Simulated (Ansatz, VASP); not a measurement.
# Pt: VASP beside Ansatz

The input INCAR:

```
  PREC = Accurate
  ENCUT = 520
  EDIFF = 1E-7
  ISMEAR = 0
  SIGMA = 0.1
  LREAL = False
  LASPH = True
  NELM = 80
  ALGO = Fast
  ISIF = 2
  LWAVE = False
  LCHARG = False
  GGA = PE
  NBANDS = 17
```

The input KPOINTS:

```
regular mesh
0
Gamma
  8 6 26
```

File POSCAR:

```
Pt
1.0
    4.2142060054      0.0000113641      0.0021137338
    0.0000160713      5.9594435119     -0.0640817900
   -2.1064435566      1.4758046083      1.3246598067
Pt
2
Direct
    0.0000000000      0.5000000000      0.0000000000
    0.0000000000      0.0000000000      0.0000000000
```

Input for Ansatz:

```yaml
crystal:
  lattice:
    - [4.2142060054, 1.13641e-05, 0.0021137338]
    - [1.60713e-05, 5.9594435119, -0.06408179]
    - [-2.1064435566, 1.4758046083, 1.3246598067]
  atoms:
    - { symbol: Pt, position: [0.0, 0.5, 0.0] }
    - { symbol: Pt, position: [0.0, 0.0, 0.0] }
basis:
  ecutwfc: 420
kpoints:
  mp_grid: { grid: [8, 6, 26] }
hamiltonian:
  xc: pbe
scf:
  occupations: { method: gaussian, width: 0.1 }
output:
  forces: true
  stress: true
  eigenvalues: true
```

Change from the starting cell: band edges of the strained film's bulk.

Alike in both runs: task single point; functional PBE; k mesh 8 × 6 × 26; occupations gaussian, width 0.1 eV; no spin polarisation.

```csv
,VASP,Ansatz
version,VASP 6.6.1,Ansatz 0.2.0
potentials or method,"VASP PAW PBE potentials, release 64 (Pt), cutoff 520 eV","scalar-relativistic, plane waves, PAW"
valence electrons in the cell,20,36
```

```tsv
	VASP	Ansatz	Ansatz less VASP
gap on the k mesh at the Fermi level (eV)	none	none	-
pressure (GPa)	-12.7	-12.3	+0.39
traceless stress, the component that is largest in VASP (GPa)	12.21	12.30	+0.084
```

A gap of «none» marks a metal or a gap that the smearing closes. With one functional, cell and mesh, what is left measures potentials, basis and numerics. VASP's potentials hold 20 valence electrons a cell and Ansatz's 36, so a difference there can come from the potentials and not from the codes.

Spin-orbit coupling is off throughout.
